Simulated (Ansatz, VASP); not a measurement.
## One calculation of Al, two programs

```
CELL_PARAMETERS angstrom
0.00000 2.05434 2.08470
2.05434 0.00000 2.08470
2.05434 2.05434 0.00000
ATOMIC_POSITIONS crystal
Al 0.00000 0.00000 0.00000
```

Change from the starting cell: strain +0.015 along x and y, +0.030 along z, atoms carried along.

Alike in both runs: task single point; functional PBEsol; dispersion D3(BJ); k mesh 20 × 20 × 20; occupations gaussian, width 0.15 eV; no spin polarisation.

|  | VASP | Ansatz |
| --- | --- | --- |
| version | VASP 6.6.1 | Ansatz 0.2.0 |
| potentials or method | VASP PAW PBE potentials, release 64 (Al), cutoff 520 eV | scalar-relativistic, plane waves, PAW |
| valence electrons in the cell | 3 | 3 |

|  | VASP | Ansatz | Ansatz less VASP |
| --- | --- | --- | --- |
| gap on the k mesh at the Fermi level (eV) | none | none | - |
| pressure (GPa) | -8.4 | -8.4 | -0.04 |
| traceless stress, the component that is largest in VASP (GPa) | -0.36 | -0.37 | -0.004 |

VASP's potentials were made for PBE, not for PBEsol. A gap of «none» marks a metal or a gap that the smearing closes.
